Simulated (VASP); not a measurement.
Crystal: MgO.

```
CELL_PARAMETERS angstrom
-0.02467 2.26481 2.28307
2.29451 2.26781 -0.02767
-2.33980 4.60858 -2.33736
ATOMIC_POSITIONS crystal
Mg 0.74709 0.69179 0.81374
Mg 0.24407 0.23938 0.25510
O 0.35074 0.46015 0.86399
O 0.90811 0.85868 0.31716
```

| Quantity | Value |
| --- | --- |
| Program | VASP 6.6.1 |
| Task | relaxation of cell and atoms |
| Functional | PBE |
| Potentials or basis | VASP PAW PBE potentials, release 64 (Mg, O) |
| Cutoff | 600 eV |
| k mesh | 6 × 6 × 6 |
| Occupations | gaussian, width 0.1 eV |
| Spin | no spin polarisation |

At the start: pressure 15.6 GPa; volume 12.17 Å³/atom.

**Question.** Where does the relaxation end?

**Answer.** Over 22 steps the energy falls by 400.6 meV/atom and the volume is 12.21 Å³/atom (+0.3 %); space group F-43m (No. 216, to 0.05 Å).

Step by step:
```
step  energy change (eV)  largest force (eV/Å)  pressure (GPa)  volume (Å³)
   1              0.0000                4.5559           15.62        48.68
   2             -0.6160                1.6270          -10.12        57.26
   3             -0.8210                2.2792           -3.87        53.30
   4             -1.1373                1.2195           -5.08        52.41
   5             -1.1506                1.5010           -4.61        52.12
   6             -1.4148                1.2253            0.38        48.98
   7             -1.4555                0.9715            4.55        47.25
   8             -1.5297                1.0962            2.18        48.09
   9             -1.5446                0.6758            2.57        47.85
  10             -1.5891                0.2174           -1.11        49.29
  11             -1.5900                0.2040           -0.73        49.11
  12             -1.5958                0.0899           -0.09        48.83
  13             -1.5968                0.1039            0.34        48.66
  14             -1.5991                0.0693            0.12        48.76
  15             -1.5999                0.0967           -0.17        48.89
  16             -1.6000                0.0890           -0.11        48.86
  17             -1.6011                0.0443           -0.03        48.83
  18             -1.6012                0.0618            0.01        48.82
  19             -1.6020                0.0357            0.04        48.80
  20             -1.6022                0.0379            0.08        48.79
  21             -1.6022                0.0321            0.07        48.79
  22             -1.6023                0.0124           -0.05        48.84
```

Final structure:
```xyz
4
Lattice="-0.0001 2.3012 2.3002 2.3061 2.3024 0.0000 -2.3106 4.6025 -2.2974" Properties=species:S:1:pos:R:3 pbc="T T T"
Mg    0.0004    6.9071    0.0012
Mg   -0.0047    2.2990    0.0020
O    -1.1536    5.7561   -1.1491
O     1.1475    5.7516    1.1521
```
